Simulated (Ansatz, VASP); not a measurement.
## Al3InSb4 in VASP and in Ansatz

The input POSCAR:

```
Al3InSb4
1.0
   -3.0700420586      3.0700420586      6.1344489548
    3.0700420586     -3.0700420586      6.1344489548
    3.0700420586      3.0700420586     -6.1344489548
Al Sb In
3 4 1
Direct
    0.7500000000      0.2500000000      0.5000000000
    0.5000000000      0.5000000000      0.0000000000
    0.2500000000      0.7500000000      0.5000000000
    0.1313277124      0.6102334571      0.0000000000
    0.8686722876      0.8686722876      0.4789057447
    0.6102334571      0.1313277124      0.0000000000
    0.3897665429      0.3897665429      0.5210942553
    0.0000000000      0.0000000000      0.0000000000
```

INCAR.step1

```
SYSTEM = Al3InSb4
PREC = Accurate
ENCUT = 550
ISMEAR = 0
SIGMA = 0.01
LREAL = .FALSE.
LASPH = .TRUE.
NELM = 120
NBANDS = 31
GGA = PE
ALGO = Normal
EDIFF = 1E-5
LWAVE = .TRUE.
LCHARG = .FALSE.
GGA_COMPAT = .FALSE.
```

INCAR.step2

```
SYSTEM = Al3InSb4
PREC = Accurate
ENCUT = 550
EDIFF = 1E-6
ISMEAR = 0
SIGMA = 0.01
LREAL = .FALSE.
LASPH = .TRUE.
NELM = 120
ALGO = Normal
ISIF = 2
LWAVE = .FALSE.
LCHARG = .FALSE.
METAGGA = R2SCAN
LMIXTAU = .TRUE.
NBANDS = 31
ISTART = 1
GGA_COMPAT = .FALSE.
```

Contents of KPOINTS:

```
regular mesh
0
G
  6 6 6
  0 0 0
```

Input for Ansatz:

```yaml
crystal:
  lattice:
    - [-3.0700420586, 3.0700420586, 6.1344489548]
    - [3.0700420586, -3.0700420586, 6.1344489548]
    - [3.0700420586, 3.0700420586, -6.1344489548]
  atoms:
    - { symbol: Al, position: [0.75, 0.25, 0.5] }
    - { symbol: Sb, position: [0.1313277124, 0.6102334571, 0.0] }
    - { symbol: Al, position: [0.5, 0.5, 0.0] }
    - { symbol: Sb, position: [0.8686722876, 0.8686722876, 0.4789057447] }
    - { symbol: Al, position: [0.25, 0.75, 0.5] }
    - { symbol: Sb, position: [0.6102334571, 0.1313277124, 0.0] }
    - { symbol: In, position: [0.0, 0.0, 0.0] }
    - { symbol: Sb, position: [0.3897665429, 0.3897665429, 0.5210942553] }
kpoints:
  mp_grid: { grid: [6, 6, 6] }
hamiltonian:
  xc: r2scan
scf:
  occupations: { method: fixed }
  n_extra_bands: 6
output:
  forces: true
  stress: true
  eigenvalues: true
```

Alike in both runs: task single point; functional r2SCAN; k mesh 6 × 6 × 6; no spin polarisation.

```csv
,VASP,Ansatz
version,VASP 6.6.1,Ansatz 0.2.0
potentials or method,"VASP PAW PBE potentials, release 64 (Al, Sb, In_d)","plane waves, PAW"
plane-wave cutoff (eV),550,500
occupations,"gaussian, width 0.01 eV",fixed
valence electrons in the cell,42,82
```

Ansatz gave:

```
gap on the k mesh at the Fermi level (eV) : 1.29
pressure (GPa)                            : 3.7
rms of the force components (eV/Å)        : 0.013
```

What did VASP give for the same quantities?

gap on the k mesh at the Fermi level (eV): 1.28; pressure (GPa): 3.9; rms of the force components (eV/Å): 0.009.

VASP's potentials were made for PBE, not for r2SCAN. VASP's potentials hold 42 valence electrons a cell and Ansatz's 82, so a difference there can come from the potentials and not from the codes.

Neither program's run includes spin-orbit coupling.
